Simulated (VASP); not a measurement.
Input of a VASP 6.6.1 run:

File INCAR:

```
SYSTEM = Mg3Sb2
  ALGO = Normal
  EDIFF = 1E-6
  ENCUT = 600
  GGA = PE
  GGA_COMPAT = .FALSE.
  ISIF = 2
  ISMEAR = 0
  LASPH = .TRUE.
  LCHARG = .FALSE.
  LREAL = .FALSE.
  LWAVE = .FALSE.
  NBANDS = 16
  NELM = 120
  PREC = Accurate
  SIGMA = 0.01
```

KPOINTS

```
k-points
0
G
  12 12 6
  0 0 0
```

POSCAR

```
Mg3Sb2
1.0
    4.3182350342      0.0000000000      0.0000000000
   -2.1591175171      3.7397012391      0.0000000000
    0.0000000000      0.0000000000      7.5190801072
Mg Sb
3 2
Direct
    0.3333333333      0.6666666667      0.6229829789
    0.6666666667      0.3333333333      0.3770170211
    0.0000000000      0.0000000000      0.0000000000
    0.3333333333      0.6666666667      0.2231379440
    0.6666666667      0.3333333333      0.7768620560
```

Potentials or basis: VASP PAW PBE potentials, release 64 (Mg, Sb).

Launch:

```sh
$ cat potpaw_PBE.64/Mg/POTCAR potpaw_PBE.64/Sb/POTCAR > POTCAR
$ mpirun -np 1 vasp_std > vasp.out
```

(1) Estimate the largest force.

(2) Estimate the band gap on the k mesh.

(3) Estimate the pressure.

Answers

(1) 0.025 eV/Å.

(2) 0.01 eV (least direct gap 1.26 eV).

(3) 5.1 GPa.

Caveat: the cell differs from its parent crystal (biaxial strain in the a-b plane: -6.0 %, then relaxed in part); the stress differs along the axes, from 0 to 8 GPa; semilocal functionals underestimate gaps, and a narrow one can read as zero; spin-orbit coupling is left out, which moves the levels of the heavy elements.
